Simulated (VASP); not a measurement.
A run of VASP 6.6.1 is set up as follows.

POSCAR

```
CO
1.0
    7.7417530000      0.0000000000      0.0000000000
    0.0000000000      7.7417530000      0.0000000000
    0.0000000000      0.0000000000      7.7417530000
O C
8 8
Direct
    0.8806145068      0.2915618724      0.6140986415
    0.4498722705      0.1734232544      0.1552232421
    0.7225107802      0.7737136537      0.7696706418
    0.1912099236      0.8487612560      1.0345331348
    0.4450671573      0.4331189590      0.6368583446
    0.3635223185      0.0300190409      0.5076757163
    0.9120156636      0.3203667180      0.0504666062
    0.8004388670      0.8404943945      0.2899214170
    0.9075722256      0.3625147948      0.4914390836
    0.3750959247      0.1741207708      0.0332741176
    0.6696932852      0.9047434089      0.8120899750
    0.1071075246      0.8963861286      0.9242609523
    0.4253558593      0.5458195321      0.7283750851
    0.2483029360      0.1042657910      0.4686793805
    0.8369809783      0.4368261297      0.0078664354
    0.6905025257      0.7603058377      0.3370296107
```

The input INCAR.step1:

```
SYSTEM = CO
PREC = Accurate
ENCUT = 520
ISMEAR = -1
SIGMA = 0.05
LREAL = Auto
LASPH = .True.
NELM = 80
NBANDS = 54
GGA = PE
ALGO = Normal
EDIFF = 1E-4
LWAVE = .True.
LCHARG = .False.
```

INCAR.step2

```
SYSTEM = CO
PREC = Accurate
ENCUT = 520
EDIFF = 1E-6
ISMEAR = -1
SIGMA = 0.05
LREAL = Auto
LASPH = .True.
NELM = 80
ALGO = Normal
ISIF = 2
LWAVE = .False.
LCHARG = .False.
METAGGA = R2SCAN
LMIXTAU = .True.
IVDW = 12
VDW_S6 = 1.0
VDW_S8 = 0.78981345
VDW_A1 = 0.49484001
VDW_A2 = 5.73083694
NBANDS = 54
ISTART = 1
```

The input KPOINTS:

```
regular mesh
0
Gamma
  1 1 1
  0 0 0
```

Potentials or basis: VASP PAW PBE potentials, release 64 (O, C).

The run is started by

```sh
$ cat potpaw_PBE.64/O/POTCAR potpaw_PBE.64/C/POTCAR > POTCAR
$ cp INCAR.step1 INCAR
$ mpirun -np 1 vasp_gam > vasp.out
$ cp INCAR.step2 INCAR
$ mpirun -np 1 vasp_gam > vasp.out
```

**Question.** Estimate the pressure.

**Answer.** 1.7 GPa.

**Question.** Predict the largest force.

**Answer.** 4.277 eV/Å.

**Question.** What does it give for the dispersion energy per atom?

**Answer.** -0.024 eV.

Stress tensor (GPa, compression positive):
```
 2.17 -0.16  0.69
-0.16  1.09 -1.02
 0.69 -1.02  1.88
```

Caveat: the k points lie up to 0.81 Å⁻¹ apart; the atoms stand as in a frame of molecular dynamics; the PAW data sets were made with another functional, which shifts forces and pressure a little.
